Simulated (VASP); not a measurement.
Here is a VASP 6.6.1 calculation.

Contents of INCAR:

```
PREC = Accurate
ENCUT = 560
EDIFF = 1E-6
ISMEAR = 0
SIGMA = 0.15
LREAL = F
LASPH = T
NELM = 120
ALGO = Normal
ISIF = 2
LWAVE = F
LCHARG = F
GGA = CA
NBANDS = 24
GGA_COMPAT = F
```

File KPOINTS:

```
regular mesh
0
Gamma
  18 18 10
```

Contents of POSCAR:

```
Ir
1.0
    2.7052686553      0.0000000000      0.0000000000
   -1.3526343277      2.3428313795      0.0000000000
    0.0000000000      0.0000000000      4.5325000000
Ir
2
Direct
    0.6666666667      0.3333333333      0.7500000000
    0.3333333333      0.6666666667      0.2500000000
```

Potentials or basis: VASP PAW LDA potentials, release 64 (Ir_sv_GW).

Run with:

```console
$ cat potpaw_LDA.64/Ir_sv_GW/POTCAR > POTCAR
$ mpirun -np 1 vasp_std > vasp.out
```

Question: Predict the pressure.

Answer: -12.2 GPa.

Question: Predict the band gap on the k mesh.

Answer: Zero (bands 17 and 18 overlap by 3.46 eV).

Stress tensor (GPa, compression positive):
```
 -8.28   0.00   0.00
  0.00  -8.28   0.00
  0.00   0.00 -20.02
```

Caveat: the stress differs along the axes, from -20 to -8 GPa; spin-orbit coupling is left out, which moves the levels of the heavy elements.
